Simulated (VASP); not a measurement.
# Rh (P6_3/mmc) in VASP: a series of runs, part 2 of 2

VASP 6.6.1.

### 5 Single point, PBE, collinear spin, ferromagnetic start (14.94 Å³/atom)

This run uses another cell than the first one, of 14.94 Å³/atom.

The input, INCAR:

```
PREC = Accurate
ENCUT = 500
EDIFF = 1E-6
ISMEAR = 0
SIGMA = 0.15
LREAL = False
LASPH = True
NELM = 200
ALGO = Normal
ISIF = 2
LWAVE = False
LCHARG = True
ISPIN = 2
MAGMOM = 1 1
LORBIT = 11
NUPDOWN = 2.0
LMAXMIX = 4
GGA = PE
LELF = True
LVHAR = True
NBANDS = 26
GGA_COMPAT = False
```

The input, KPOINTS:

```
regular mesh
0
Gamma
  21 21 12
```

The input, POSCAR:

```
Rh
1.0
    2.7782838484      0.0000000000      0.0000000000
   -1.3891419242      2.4060643917      0.0000000000
    0.0000000000      0.0000000000      4.4710857021
Rh
2
Direct
    0.6666666667      0.3333333333      0.7500000000
    0.3333333333      0.6666666667      0.2500000000
```

Potentials or basis: VASP PAW PBE potentials, release 64 (Rh_pv).

The run is started by

```bash
$ cat potpaw_PBE.64/Rh_pv/POTCAR > POTCAR
$ mpirun -np 1 vasp_std > vasp.out
```

OUTCAR:

```text
PREC = Accurate
   ENCUT = 500
   EDIFF = 1E-6
   ISMEAR = 0
   LREAL = False
   LASPH = True
   NELM = 200
   ISIF = 2
   ISPIN = 2
   LORBIT = 11
   NUPDOWN = 2.0
   GGA = PE

 ion  position               nearest neighbor table
   1  0.667  0.333  0.750-   2 2.75   2 2.75   2 2.75   2 2.75   2 2.75   2 2.75
   2  0.333  0.667  0.250-   1 2.75   1 2.75   1 2.75   1 2.75   1 2.75   1 2.75

  LATTYP: Found a hexagonal cell.
 ALAT       =     2.7782838484
 C/A-ratio  =     1.6092976622

  Lattice vectors:

 A1 = (   2.7782838484,   0.0000000000,   0.0000000000)
 A2 = (  -1.3891419242,   2.4060643917,   0.0000000000)
 A3 = (   0.0000000000,   0.0000000000,   4.4710857021)

Analysis of symmetry for initial positions (statically):
=====================================================================
 Subroutine PRICEL returns:
 Original cell was already a primitive cell.

 Routine SETGRP: Setting up the symmetry group for a
 hexagonal supercell.

 Subroutine GETGRP returns: Found 24 space group operations
 (whereof 12 operations were pure point group operations)
 out of a pool of 24 trial point group operations.

The static configuration has the point symmetry D_3d.
 The point group associated with its full space group is D_6h.

Analysis of symmetry for dynamics (positions and initial velocities):
=====================================================================
 Subroutine PRICEL returns:
 Original cell was already a primitive cell.

 Routine SETGRP: Setting up the symmetry group for a
 hexagonal supercell.

 Subroutine GETGRP returns: Found 24 space group operations
 (whereof 12 operations were pure point group operations)
 out of a pool of 24 trial point group operations.

The dynamic configuration has the point symmetry D_3d.
 The point group associated with its full space group is D_6h.

Analysis of structural, dynamic, and magnetic symmetry:
=====================================================================
 Subroutine PRICEL returns:
 Original cell was already a primitive cell.

 Routine SETGRP: Setting up the symmetry group for a
 hexagonal supercell.

 Subroutine GETGRP returns: Found 24 space group operations
 (whereof 12 operations were pure point group operations)
 out of a pool of 24 trial point group operations.

The overall configuration has the point symmetry D_3d.
 The point group associated with its full space group is D_6h.

 Subroutine INISYM returns: Found 24 space group operations
 (whereof 12 operations are pure point group operations),
 and found     1 'primitive' translations

----------------------------------------------------------------------------------------

                                     Primitive cell

  volume of cell :      29.8880

  direct lattice vectors                    reciprocal lattice vectors
     2.778283848  0.000000000  0.000000000     0.359934425  0.207808237  0.000000000
    -1.389141924  2.406064392  0.000000000     0.000000000  0.415616475  0.000000000
     0.000000000  0.000000000  4.471085702     0.000000000  0.000000000  0.223659323

  length of vectors
     2.778283848  2.778283848  4.471085702     0.415616475  0.415616475  0.223659323

  position of ions in fractional coordinates (direct lattice)
     0.666666667  0.333333333  0.750000000
[... 64 lines left out ...]
   dimension x,y,z NGXF=    40 NGYF=   40 NGZF=   72
   ions per type =               2
   NGX,Y,Z   is equivalent  to a cutoff of  11.97, 11.97, 13.39 a.u.
   NGXF,Y,Z  is equivalent  to a cutoff of  23.94, 23.94, 26.77 a.u.
 SYSTEM =  unknown system
   PREC   = accura    normal or accurate (medium, high low for compatibility)
   ISTART =      0    job   : 0-new  1-cont  2-samecut
   ICHARG =      2    charge: 1-file 2-atom 10-const
   ISPIN  =      2    spin polarized calculation?
   LNONCOLLINEAR =      F non collinear calculations
   LSORBIT =      F    spin-orbit coupling
   LASPH  =      T    aspherical Exc in radial PAW
   ENCUT  =  500.0 eV  36.75 Ry    6.06 a.u.   5.07  5.07  8.15*2*pi/ulx,y,z
   NELM   =    200;   NELMIN=  2; NELMDL= -5     # of ELM steps
   EDIFF  = 0.1E-05   stopping-criterion for ELM
   LREAL  =      F    real-space projection
   EDIFFG = 0.1E-04   stopping-criterion for IOM
   NSW    =      0    number of steps for IOM
   IBRION =     -1    ionic relax: 0-MD 1-quasi-New 2-CG
   NFREE  =      0    steps in history (QN), initial steepest desc. (CG)
   ISIF   =      2    stress and relaxation
   ISYM   =      2    0-nonsym 1-usesym 2-fastsym
   POTIM  = 0.5000    time-step for ionic-motion
   TEBEG  =    0.0;   TEEND  =   0.0 temperature during run
   PSTRESS=    0.0 pullay stress
   NELECT =      30.0000    total number of electrons
   NUPDOWN=       2.0000    fix difference up-down
   EMIN   =  10.00;   EMAX   =-10.00  energy-range for DOS
   EFERMI =   0.00;   METHOD = LEGACY
   ISMEAR =     0;   SIGMA  =   0.15  broadening in eV -4-tet -1-fermi 0-gaus
   EFERMI_NEDOS =   21; number of points for ismear=-14 and -15
   IALGO  =     38    algorithm
   IMIX   =      4    mixing-type and parameters
     AMIX     =   0.40;   BMIX     =  1.00
     AMIX_MAG =   1.60;   BMIX_MAG =  1.00
  volume/ion in A,a.u.               =      14.94       100.85
  Fermi-wavevector in a.u.,A,eV,Ry     =   1.639141  3.097527 36.555902  2.686783
  Thomas-Fermi vector in A             =   2.729996
   LORBIT       =     11    0 simple, 1 ext, 2 COOP (PROOUT), +10 PAW based schemes
   GGA     = PE    functional components
   LHFCALC =     F    Hartree Fock is set to
   AEXX    =    0.0000 exact exchange contribution
   IVDW    =     0    specifies the selected vdW correction
   LEPSILON=     F    determine dielectric tensor
   LRPA    =     F    only Hartree local field effects (RPA)
 spin polarized calculation
 Gauss-broadening in eV      SIGMA  =   0.15
  energy-cutoff  :      500.00
  volume of cell :       29.89
 maximum number of plane-waves:       780
   NGX = 11   NGY = 11   NGZ = 17

 number of electron      29.9999993 magnetization       1.9999999

 Free energy of the ion-electron system (eV)
  ---------------------------------------------------
  ext. energy  EPLUGINS =         0.00000000
  ---------------------------------------------------
  free energy    TOTEN  =       -14.23529048 eV

  energy without entropy =      -14.19418886  energy(sigma->0) =      -14.21473967

 E-fermi :  10.2202     XC(G=0): -13.4892

 val. band max:       10.5936136683   @ k =   0.3810   0.0476   0.4167
 cond. band min:      10.2226721240   @ k =   0.2857   0.1905   0.2500
 fundamental gap:     -0.3709415443
 Fermi energy:        10.5939887265

 spin component 1

 k-point     1 :       0.0000    0.0000    0.0000
  band No.  band energies     occupation
      1     -36.6829      1.00000
      2     -36.2088      1.00000
      3     -36.2088      1.00000
      4     -36.1258      1.00000
      5     -36.1258      1.00000
      6     -36.1208      1.00000
[... 685 lines left out ...]
     25      30.7226      0.00000
     26      30.7711      0.00000

 [... further k-points ...]

 spin component 2

 k-point     1 :       0.0000    0.0000    0.0000
  band No.  band energies     occupation
      1     -35.8587      1.00000
      2     -35.3852      1.00000
      3     -35.3852      1.00000
      4     -35.3005      1.00000
      5     -35.3005      1.00000
      6     -35.2820      1.00000
[... 685 lines left out ...]
     25      31.7485      0.00000
     26      32.0100      0.00000

 [... further k-points ...]
[... 5 lines left out ...]
  --------------------------------------------------------------------------------------
  -------------------------------------------------------------------------------------
  Total       -1.3864733     -1.3864733     -1.4139084      0.0000000     -0.0000000      0.0000000
  in kB      -74.3233446    -74.3233446    -75.7940309      0.0000000     -0.0000000      0.0000000
  external PRESSURE =     -74.8135734 kB  Pullay stress =       0.0000000 kB

 VOLUME and BASIS-vectors are now :
 -----------------------------------------------------------------------------
  energy-cutoff  :      500.00
  volume of cell :       29.89
      direct lattice vectors                 reciprocal lattice vectors
     2.778283848  0.000000000  0.000000000     0.359934425  0.207808237  0.000000000
    -1.389141924  2.406064392  0.000000000     0.000000000  0.415616475  0.000000000
     0.000000000  0.000000000  4.471085702     0.000000000  0.000000000  0.223659323

 POSITION                                       TOTAL-FORCE (eV/Angst)
 -----------------------------------------------------------------------------------
      1.38914      0.80202      3.35331        -0.000000     -0.000000      0.000000
     -0.00000      1.60404      1.11777         0.000000      0.000000      0.000000
 -----------------------------------------------------------------------------------
    total drift:                               -0.000000      0.000000     -0.000000

  FREE ENERGIE OF THE ION-ELECTRON SYSTEM (eV)
  ---------------------------------------------------
  free  energy   TOTEN  =       -14.2352904784 eV

  energy  without entropy=      -14.1941888636  energy(sigma->0) =      -14.21473967

 total charge

# of ion       s       p       d       tot
------------------------------------------
    1        0.377   6.249   7.030  13.656
    2        0.377   6.249   7.030  13.656
--------------------------------------------------
tot          0.754  12.498  14.060  27.312

 magnetization (x)

# of ion       s       p       d       tot
------------------------------------------
    1       -0.002  -0.003   1.009   1.003
    2       -0.002  -0.003   1.009   1.003
--------------------------------------------------
tot         -0.004  -0.007   2.017   2.006
```

OSZICAR:

```text
N       E                     dE             d eps       ncg     rms          rms(c)
DAV:   1     0.329383864661E+03    0.32938E+03   -0.17863E+04 35112   0.129E+03
DAV:   2    -0.672568119358E+01   -0.33611E+03   -0.32208E+03 36216   0.412E+02
DAV:   3    -0.150518755530E+02   -0.83262E+01   -0.82574E+01 39904   0.719E+01
DAV:   4    -0.151063143830E+02   -0.54439E-01   -0.54421E-01 39366   0.584E+00
DAV:   5    -0.151070929729E+02   -0.77859E-03   -0.77844E-03 41752   0.724E-01    0.127E+01
DAV:   6    -0.142537194366E+02    0.85337E+00   -0.16897E+00 37246   0.132E+01    0.464E+00
DAV:   7    -0.142372044288E+02    0.16515E-01   -0.67711E-02 41782   0.171E+00    0.247E+00
DAV:   8    -0.142313562214E+02    0.58482E-02   -0.10287E-02 40246   0.949E-01    0.106E+00
DAV:   9    -0.142351984678E+02   -0.38422E-02   -0.12794E-03 41376   0.355E-01    0.128E-01
DAV:  10    -0.142352927291E+02   -0.94261E-04   -0.15771E-04 39152   0.113E-01    0.216E-02
DAV:  11    -0.142352901036E+02    0.26255E-05   -0.42377E-06 43364   0.192E-02    0.101E-02
DAV:  12    -0.142352904784E+02   -0.37484E-06   -0.12135E-06 32586   0.858E-03
   1 F= -.14235290E+02 E0= -.14214740E+02  d E =-.411016E-01  mag=     2.0000
```

stdout:

```text
POSCAR found type information on POSCAR Rh
 POSCAR found :  1 types and       2 ions
 scaLAPACK will be used
 LDA part: xc-table for (Slater+PW92), standard interpolation
 POSCAR, INCAR and KPOINTS ok, starting setup
 FFT: planning ... GRIDC
 FFT: planning ... GRID_SOFT
 FFT: planning ... GRID
 WAVECAR not read
 entering main loop
```

It took 3.3 min on 1 thread of Intel Xeon Platinum 8559C (Emerald Rapids), shared host; peak memory 0.4 GiB.

Results:

```
Free energy                                           : -14.2353 eV
Pressure                                              : -7.5 GPa
Net moment                                            : 2.00 μB per cell
Site moments                                          : Rh +1.00 μB
Valence electrons inside the program's atomic spheres : Rh 13.66
```

Caveat: the cell stands under tension; the total moment is fixed, so each spin has its own Fermi level.

### 6 Single point, PBE, collinear spin, ferromagnetic start (11.56 Å³/atom)

This run uses another cell than the first one, of 11.56 Å³/atom.

The input, INCAR:

```
SYSTEM = Rh
PREC = Accurate
ENCUT = 500
EDIFF = 1E-6
ISMEAR = 0
SIGMA = 0.15
LREAL = .False.
LASPH = .True.
NELM = 200
ALGO = Normal
ISIF = 2
LWAVE = .False.
LCHARG = .False.
ISPIN = 2
MAGMOM = 0.875 0.875
LORBIT = 11
NUPDOWN = 1.75
LMAXMIX = 4
GGA = PE
NBANDS = 26
GGA_COMPAT = .False.
```

The input, KPOINTS:

```
regular mesh
0
Gamma
  21 21 12
  0 0 0
```

The input, POSCAR:

```
Rh
1.0
    2.5504655491      0.0000000000      0.0000000000
   -1.2752327746      2.2087679570      0.0000000000
    0.0000000000      0.0000000000      4.1044582456
Rh
2
Direct
    0.6666666667      0.3333333333      0.7500000000
    0.3333333333      0.6666666667      0.2500000000
```

Potentials or basis: VASP PAW PBE potentials, release 64 (Rh_pv).

The run is started by

```bash
$ cat potpaw_PBE.64/Rh_pv/POTCAR > POTCAR
$ mpirun -np 1 vasp_std > vasp.out
```

Wall time 6.8 min (1 thread of Intel Xeon 8259CL, shared host); peak memory 0.35 GiB.

It converged, with:

| Quantity | Value |
| --- | --- |
| Free energy | -13.0225 eV |
| Pressure | 91.6 GPa |
| Net moment | 1.75 μB per cell |
| Site moments | Rh +0.86 μB |
| Valence electrons inside the program's atomic spheres | Rh 14.19 |

Stress tensor (GPa, compression positive):
```
90.30  0.00  0.00
 0.00 90.30  0.00
 0.00  0.00 94.10
```

Caveat: the cell stands under pressure; the total moment is fixed, so each spin has its own Fermi level.

### 7 Overview

| fixed moment (μB) | cell | pressure (GPa) | moment (μB) |
| --- | --- | --- | --- |
| 1.25 | a = 2.611, b = 2.611, c = 4.202 Å, angles 90.0, 90.0, 120.0°, 2 atoms | 48.6 | 1.25 |
| 0.5 | a = 2.879, b = 2.879, c = 4.634 Å, angles 90.0, 90.0, 120.0°, 2 atoms | -26.8 | 0.50 |
| 1.5 | a = 2.550, b = 2.550, c = 4.104 Å, angles 90.0, 90.0, 120.0°, 2 atoms | 89.6 | 1.50 |
| 2.0 | a = 2.778, b = 2.778, c = 4.471 Å, angles 90.0, 90.0, 120.0°, 2 atoms | -7.5 | 2.00 |
| 1.75 | a = 2.550, b = 2.550, c = 4.104 Å, angles 90.0, 90.0, 120.0°, 2 atoms | 91.6 | 1.75 |

Alike in all rows: task single point; level PBE; potentials or basis VASP PAW PBE potentials, release 64 (Rh_pv); spin collinear, ferromagnetic start; k mesh 21 × 21 × 12; cutoff (eV) 500; smearing gaussian 0.15 eV.

Caveats: the total moment is fixed, so each spin has its own Fermi level; the cell stands under pressure (at least some runs); the cell stands under tension (at least some runs).

Total energies depend on the potentials used, so only differences within one code and one set of settings carry meaning.
